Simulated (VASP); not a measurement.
Set up this calculation in VASP 6.6.1, as the native input.

```yaml
Task: single point
Functional: PBE
Potentials_or_basis: VASP PAW PBE potentials, release 64 (Ti_sv, H)
Cutoff: 500 eV
k_mesh: 5 × 5 × 5
Occupations: gaussian, width 0.2 eV
Spin: no spin polarisation
Dipole_correction: no
Further_INCAR_settings: ALGO = Normal; EDIFF = 1e-06; NBANDS = 27
```

The structure of Ti3H2 lies in POSCAR:

```
Ti3H2
1.0
   -1.9615783377      1.9615783377      4.0884027039
    1.9615783377     -1.9615783377      4.0884027039
    1.9615783377      1.9615783377     -4.0884027039
Ti H
3 2
Direct
    0.1279502512      0.6279502512      0.5000000000
    0.6279502512      0.1279502512      0.5000000000
    0.3779381249      0.3779381249      0.0000000000
    0.8779578913      0.3779578913      0.5000000000
    0.3779578913      0.8779578913      0.5000000000
```

The cell was built from a structure type or drawn by symmetry, and may not be a known phase.

One way to write it, as run:

INCAR

```
ALGO = Normal
EDIFF = 1E-6
ENCUT = 500
GGA = PE
GGA_COMPAT = F
ISIF = 2
ISMEAR = 0
LASPH = T
LCHARG = T
LELF = T
LREAL = F
LVHAR = T
LWAVE = F
NBANDS = 27
NELM = 120
PREC = Accurate
SIGMA = 0.2
```

KPOINTS

```
k-points
0
Gamma
  5 5 5
```

Potentials or basis: VASP PAW PBE potentials, release 64 (Ti_sv, H).

Run with:

```console
$ cat potpaw_PBE.64/Ti_sv/POTCAR potpaw_PBE.64/H/POTCAR > POTCAR
$ mpirun -np 1 vasp_std > vasp.out
```

It gave:

| Item | Value |
| --- | --- |
| Pressure | -0.2 GPa |
| Band gap on the k mesh | zero (bands 19 and 20 overlap by 0.36 eV) |

Run time: 34 s on 1 thread of AMD EPYC 9R45 96-Core Processor (Zen 5), on a shared host, peak memory 0.18 GiB.
